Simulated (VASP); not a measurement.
# Sc (Fm-3m) in VASP: further runs, part 2 of 2

VASP 6.6.1. Earlier steps stand in the parts before.

## 5. Single point, LDA, collinear spin, zero start

File INCAR:

```
SYSTEM = Sc
PREC     = Accurate       ! precision mode
ENCUT    = 520            ! plane-wave cutoff, eV
EDIFF    = 1E-7           ! SCF threshold, eV
ISMEAR   = -1             ! smearing method
SIGMA    = 0.03           ! smearing width, eV
LREAL    = .False.        ! projectors in reciprocal space
LASPH    = .True.         ! aspherical terms in the spheres
NELM     = 150            ! most SCF steps
ALGO     = Normal         ! electronic algorithm
ISIF     = 2              ! what is computed and relaxed
LWAVE    = .False.        ! write WAVECAR
LCHARG   = .True.         ! write CHGCAR
ISPIN    = 2              ! spin polarisation
MAGMOM   = 0              ! initial moments
LORBIT   = 11             ! projections on sites
NUPDOWN  = 0.0            ! fixed moment
LMAXMIX  = 4              ! l up to which the mixer works
LELF     = .True.         ! ELF
LVHAR    = .True.       
NBANDS   = 16             ! bands
```

File KPOINTS:

```
regular mesh
0
Gamma
  13 13 13
  0 0 0
```

File POSCAR:

```
Sc
1.0
    0.0000000000      2.2600000000      2.2600000000
    2.2600000000      0.0000000000      2.2600000000
    2.2600000000      2.2600000000      0.0000000000
Sc
1
Direct
    0.0000000000      0.0000000000      0.0000000000
```

Potentials or basis: VASP PAW LDA potentials, release 64 (Sc_sv).

Launch:

```bash
$ cat potpaw_LDA.64/Sc_sv/POTCAR > POTCAR
$ mpirun -np 1 vasp_std > vasp.out
```

OUTCAR:

```text
SYSTEM = Sc
   PREC = Accurate
   ENCUT = 520
   EDIFF = 1E-7
   ISMEAR = -1
   LREAL = .False.
   LASPH = .True.
   NELM = 150
   ISIF = 2
   ISPIN = 2
   LORBIT = 11
   NUPDOWN = 0.0

 ion  position               nearest neighbor table
   1  0.000  0.000  0.000-

  LATTYP: Found a face centered cubic cell.
 ALAT       =     4.5200000000

  Lattice vectors:

 A1 = (   0.0000000000,   2.2600000000,   2.2600000000)
 A2 = (   2.2600000000,   0.0000000000,   2.2600000000)
 A3 = (   2.2600000000,   2.2600000000,   0.0000000000)

Analysis of symmetry for initial positions (statically):
=====================================================================
 Subroutine PRICEL returns:
 Original cell was already a primitive cell.

 Routine SETGRP: Setting up the symmetry group for a
 face centered cubic supercell.

 Subroutine GETGRP returns: Found 48 space group operations
 (whereof 48 operations were pure point group operations)
 out of a pool of 48 trial point group operations.

The static configuration has the point symmetry O_h .

Analysis of symmetry for dynamics (positions and initial velocities):
=====================================================================
 Subroutine PRICEL returns:
 Original cell was already a primitive cell.

 Routine SETGRP: Setting up the symmetry group for a
 face centered cubic supercell.

 Subroutine GETGRP returns: Found 48 space group operations
 (whereof 48 operations were pure point group operations)
 out of a pool of 48 trial point group operations.

The dynamic configuration has the point symmetry O_h .

Analysis of structural, dynamic, and magnetic symmetry:
=====================================================================
 Subroutine PRICEL returns:
 Original cell was already a primitive cell.

 Routine SETGRP: Setting up the symmetry group for a
[... 134 lines left out ...]
   LRPA    =     F    only Hartree local field effects (RPA)
 spin polarized calculation
  energy-cutoff  :      520.00
  volume of cell :       23.09
 maximum number of plane-waves:       632
   NGX = 11   NGY = 11   NGZ = 11

 number of electron      11.0000000 magnetization       0.0000000

 number of electron      11.0000000 magnetization      -0.0000000

 Free energy of the ion-electron system (eV)
  ---------------------------------------------------
  ext. energy  EPLUGINS =         0.00000000
  ---------------------------------------------------
  free energy    TOTEN  =        -6.68431067 eV

  energy without entropy =       -6.67948970  energy(sigma->0) =       -6.68190018

 E-fermi :   3.9221     XC(G=0): -10.4110

 val. band max:        3.9175792542   @ k =  -0.4615   0.1538   0.0000
 cond. band min:       3.9324437739   @ k =   0.4615   0.2308   0.0769
 fundamental gap:      0.0148645197
 Fermi energy:         3.9220849681

 spin component 1

 k-point     1 :       0.0000    0.0000    0.0000
  band No.  band energies     occupation
      1     -44.7419      1.00000
      2     -23.4491      1.00000
      3     -23.4491      1.00000
      4     -23.4491      1.00000
      5      -1.3439      1.00000
      6       5.5296      0.00000
[... 435 lines left out ...]
      5       2.2109      1.00000
      6       3.9466      0.30637
[... 8 lines left out ...]
     15      24.4334      0.00000
     16      24.5866      0.00000

 [... further k-points ...]

 spin component 2

 k-point     1 :       0.0000    0.0000    0.0000
  band No.  band energies     occupation
      1     -44.7419      1.00000
      2     -23.4491      1.00000
      3     -23.4491      1.00000
      4     -23.4491      1.00000
      5      -1.3439      1.00000
      6       5.5296      0.00000
[... 435 lines left out ...]
      5       2.2109      1.00000
      6       3.9466      0.30638
[... 8 lines left out ...]
     15      24.4334      0.00000
     16      24.5866      0.00000

 [... further k-points ...]

------------------------ aborting loop because EDIFF is reached ----------------------------------------

  FORCE on cell =-STRESS in cart. coord.  units (eV):
  Direction    XX          YY          ZZ          XY          YZ          ZX
  --------------------------------------------------------------------------------------
  -------------------------------------------------------------------------------------
  Total       -0.2620439     -0.2620439     -0.2620439      0.0000000     -0.0000000     -0.0000000
  in kB      -18.1856719    -18.1856719    -18.1856719      0.0000000     -0.0000000     -0.0000000
  external PRESSURE =     -18.1856719 kB  Pullay stress =       0.0000000 kB

 VOLUME and BASIS-vectors are now :
 -----------------------------------------------------------------------------
  energy-cutoff  :      520.00
  volume of cell :       23.09
      direct lattice vectors                 reciprocal lattice vectors
     0.000000000  2.260000000  2.260000000    -0.221238938  0.221238938  0.221238938
     2.260000000  0.000000000  2.260000000     0.221238938 -0.221238938  0.221238938
     2.260000000  2.260000000  0.000000000     0.221238938  0.221238938 -0.221238938

 POSITION                                       TOTAL-FORCE (eV/Angst)
 -----------------------------------------------------------------------------------
      0.00000      0.00000      0.00000        -0.000000      0.000000      0.000000
 -----------------------------------------------------------------------------------
    total drift:                                0.000000     -0.000000     -0.000000

  FREE ENERGIE OF THE ION-ELECTRON SYSTEM (eV)
  ---------------------------------------------------
  free  energy   TOTEN  =        -6.6843106692 eV

  energy  without entropy=       -6.6794896989  energy(sigma->0) =       -6.68190018

 total charge

# of ion       s       p       d       tot
------------------------------------------
    1        2.295   6.098   1.097   9.489

 magnetization (x)

# of ion       s       p       d       tot
------------------------------------------
    1       -0.000   0.000   0.000   0.000
```

OSZICAR:

```text
N       E                     dE             d eps       ncg     rms          rms(c)
DAV:   1     0.701824114843E+02    0.70182E+02   -0.47629E+03  5528   0.691E+02
DAV:   2    -0.605086973670E+01   -0.76233E+02   -0.73876E+02  5560   0.222E+02
DAV:   3    -0.732222410352E+01   -0.12714E+01   -0.12683E+01  7376   0.369E+01
DAV:   4    -0.733716852962E+01   -0.14944E-01   -0.14944E-01  6096   0.299E+00
DAV:   5    -0.733756870051E+01   -0.40017E-03   -0.40017E-03  8376   0.539E-01    0.566E+00
DAV:   6    -0.676197149362E+01    0.57560E+00   -0.45441E-01  6960   0.105E+01    0.164E+00
DAV:   7    -0.669024806120E+01    0.71723E-01   -0.82513E-02  8288   0.397E+00    0.487E-01
DAV:   8    -0.668468041163E+01    0.55676E-02   -0.10453E-02  5728   0.129E+00    0.161E-01
DAV:   9    -0.668431237906E+01    0.36803E-03   -0.83234E-04  7152   0.452E-01    0.269E-02
DAV:  10    -0.668431067776E+01    0.17013E-05   -0.46164E-05  7872   0.872E-02    0.618E-03
DAV:  11    -0.668431066920E+01    0.85624E-08   -0.56290E-07  8200   0.959E-03
   1 F= -.66843107E+01 E0= -.66819002E+01  d E =-.482097E-02  mag=     0.0000
```

stdout:

```text
POSCAR found type information on POSCAR Sc
 POSCAR found :  1 types and       1 ions
 scaLAPACK will be used
 LDA part: xc-table for (Slater(with rela. corr.)+CA(PZ))
 , standard interpolation
 POSCAR, INCAR and KPOINTS ok, starting setup
 FFT: planning ... GRIDC
 FFT: planning ... GRID_SOFT
 FFT: planning ... GRID
 WAVECAR not read
 entering main loop
```

Wall time 14 s (1 thread of Intel Xeon 6975P-C (Granite Rapids), shared host); peak memory 0.16 GiB.

Results:

- Free energy: -6.6843 eV
- Pressure: -1.8 GPa
- Net moment: 0.00 μB per cell
- Valence electrons inside the program's atomic spheres: Sc 9.49

Caveat: the total moment is fixed, so each spin has its own Fermi level.

## 6. Single point, LDA, collinear spin

File INCAR:

```
ALGO = Normal ; EDIFF = 1E-6
ENCUT = 520 ; ISIF = 2
ISMEAR = -1 ; ISPIN = 2
LASPH = T ; LCHARG = T
LELF = T ; LMAXMIX = 4
LORBIT = 11 ; LREAL = F
LVHAR = T ; LWAVE = F
MAGMOM = 1 ; NBANDS = 16
NELM = 150 ; PREC = Accurate
SIGMA = 0.03
```

File KPOINTS:

```
k-points
0
Gamma
  13 13 13
```

POSCAR is that of step 5.

Potentials or basis: VASP PAW LDA potentials, release 64 (Sc_sv).

Launch:

```bash
$ cat potpaw_LDA.64/Sc_sv/POTCAR > POTCAR
$ mpirun -np 1 vasp_std > vasp.out
```

Wall time 15 s (1 thread of Intel Xeon 6975P-C (Granite Rapids), shared host); peak memory 0.16 GiB.

The run converged. Its results:

```
Free energy                                           : -6.6843 eV
Pressure                                              : -1.8 GPa
Net moment                                            : 0.00 μB per cell
Valence electrons inside the program's atomic spheres : Sc 9.49
```

Levels at points of the mesh, in eV from the Fermi level:
Spin up:
| k point | band 1 | band 2 | band 3 | band 4 | band 5 | band 6 | band 7 | band 8 | band 9 | band 10 |
| --- | --- | --- | --- | --- | --- | --- | --- | --- | --- | --- |
| (0.00, 0.00, 0.00) | -48.66 | -27.37 | -27.37 | -27.37 | -5.27 | 1.61 | 1.61 | 1.61 | 3.10 | 3.10 |
Spin down:
| k point | band 1 | band 2 | band 3 | band 4 | band 5 | band 6 | band 7 | band 8 | band 9 | band 10 |
| --- | --- | --- | --- | --- | --- | --- | --- | --- | --- | --- |
| (0.00, 0.00, 0.00) | -48.66 | -27.37 | -27.37 | -27.37 | -5.27 | 1.61 | 1.61 | 1.61 | 3.11 | 3.11 |

## 7. The runs side by side

```tsv
spin	fixed moment (μB)	pressure (GPa)	moment (μB)
collinear	1.6	3.0	1.60
collinear, zero start	0.0	-1.8	0.00
collinear	-	-1.8	0.00
```

Alike in all rows: task single point; level LDA; potentials or basis VASP PAW LDA potentials, release 64 (Sc_sv); cell as given; k mesh 13 × 13 × 13; cutoff (eV) 520; smearing fermi-dirac 0.03 eV.

Caveats: the total moment is fixed, so each spin has its own Fermi level (at least some runs).

Absolute energies hang on the potentials; compare differences alone.
